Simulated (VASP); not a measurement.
CaC2: single point with LDA

The system is CaC2.

```xyz
3
Lattice="1.9992 1.1542 3.7401 -1.9992 1.1542 3.7401 0.0000 -2.3085 3.7401" Properties=species:S:1:pos:R:3 pbc="T T T"
Ca    0.0000    0.0000    0.0000
C     0.0000    0.0000    6.2038
C     0.0000    0.0000    5.0164
```

This cell differs from its parent crystal: ratio of the length along z to the lengths across it x 0.92, volume and fractional coordinates fixed.

```yaml
Program: VASP 6.6.1
Task: single point
Functional: LDA
Potentials_or_basis: VASP PAW LDA potentials, release 64 (Ca_sv, C)
Cutoff: 520 eV
k_mesh: 9 × 9 × 9
Occupations: gaussian, width 0.05 eV
Spin: no spin polarisation
```

| Quantity | Value |
| --- | --- |
| Pressure | 2.3 GPa |
| Largest force | 6.263 eV/Å |
| Band gap on the k mesh | 2.73 eV (least direct gap 3.92 eV) |

Forces on the atoms (eV/Å):
```
Ca   0.000  0.000  0.000
C    0.000  0.000  6.263
C    0.000  0.000 -6.263
```

Stress tensor (GPa, compression positive):
```
-7.10  0.00  0.00
 0.00 -7.10  0.00
 0.00  0.00 21.08
```

Levels at points of the mesh, in eV from the valence-band top:
| k point | band 5 | band 6 | band 7 | band 8 | band 9 | band 10 | band 11 | band 12 | band 13 | band 14 |
| --- | --- | --- | --- | --- | --- | --- | --- | --- | --- | --- |
| (0.00, 0.00, 0.00) | -12.90 | -2.92 | -2.31 | -1.37 | -1.37 | 3.01 | 3.01 | 3.78 | 4.99 | 4.99 |

Run time: 2.4 min on 1 thread of Intel Xeon 8259CL, on a shared host, peak memory 0.21 GiB.

Caveat: an odd mesh through Γ misses points on the zone boundary, where band edges can lie; forces of over 1 eV/Å act on the atoms, so gaps and moduli don't describe the material at rest.
